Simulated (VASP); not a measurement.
A run of VASP 6.6.1:

INCAR

```
ALGO = Normal
EDIFF = 1E-7
EDIFFG = -0.01
ENCUT = 600
GGA = RP
IBRION = 2
ISIF = 3
ISMEAR = -1
LASPH = True
LCHARG = False
LREAL = False
LWAVE = False
NELM = 100
NSW = 80
PREC = Accurate
SIGMA = 0.1
```

Contents of KPOINTS:

```
k-points
0
Gamma
  12 12 4
```

Contents of POSCAR:

```
Nb
1.0
    2.9403180252      0.0000000000      0.0000000000
   -1.4701590126      2.5463901050      0.0000000000
    0.0000000000      0.0000000000      9.6030786702
Nb
4
Direct
    0.0000000000      0.0000000000      0.0000000000
    0.0000000000      0.0000000000      0.5000000000
    0.3333333333      0.6666666667      0.2500000000
    0.6666666667      0.3333333333      0.7500000000
```

Potentials or basis: VASP PAW PBE potentials, release 64 (Nb_sv).

Command:

```bash
$ cat potpaw_PBE.64/Nb_sv/POTCAR > POTCAR
$ mpirun -np 1 vasp_std > vasp.out
```

Hardware: 1 thread of Intel(R) Xeon(R) 6975P-C (Granite Rapids) (shared host).

Problem. How long does it take, and how much memory?

Solution. Run time: 14 min on 1 thread of Intel(R) Xeon(R) 6975P-C (Granite Rapids), on a shared host, peak memory 0.27 GiB. Counts: scf iterations 233, k points 57, ion steps 13.
